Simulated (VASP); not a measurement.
Here is a VASP 6.6.1 calculation.

Contents of INCAR:

```
SYSTEM = MgB2
PREC = Accurate
ENCUT = 600
EDIFF = 1E-6
ISMEAR = 0
SIGMA = 0.1
LREAL = .False.
LASPH = .True.
NELM = 120
ALGO = Normal
ISIF = 2
LWAVE = .False.
LCHARG = .False.
GGA = PS
NBANDS = 11
GGA_COMPAT = .False.
```

The input KPOINTS:

```
Automatic mesh
0
Gamma
  7 7 6
  0 0 0
```

POSCAR

```
MgB2
1.0
    3.0850000000      0.0000000000      0.0000000000
   -1.5425000000      2.6716883700      0.0000000000
    0.0000000000      0.0000000000      3.5230000000
Mg B
1 2
Direct
    0.0000000000      0.0000000000      0.0300000000
    0.3333333333      0.6666666667      0.5000000000
    0.6666666667      0.3333333333      0.5000000000
```

Potentials or basis: VASP PAW PBE potentials, release 64 (Mg, B).

The run is started by

```bash
$ cat potpaw_PBE.64/Mg/POTCAR potpaw_PBE.64/B/POTCAR > POTCAR
$ mpirun -np 1 vasp_std > vasp.out
```

Task: Estimate the largest force.

Result: 0.711 eV/Å.

Task: Predict the pressure.

Result: -2.6 GPa.

Task: Estimate the band gap on the k mesh.

Result: Zero (band 4 reaches 6.02 eV, above the bottom of band 5 at 3.94 eV).

Stress tensor (GPa, compression positive):
```
-3.22  0.00  0.00
 0.00 -3.22  0.00
 0.00  0.00 -1.31
```

Caveat: the PAW data sets were made with another functional, which shifts forces and pressure a little.
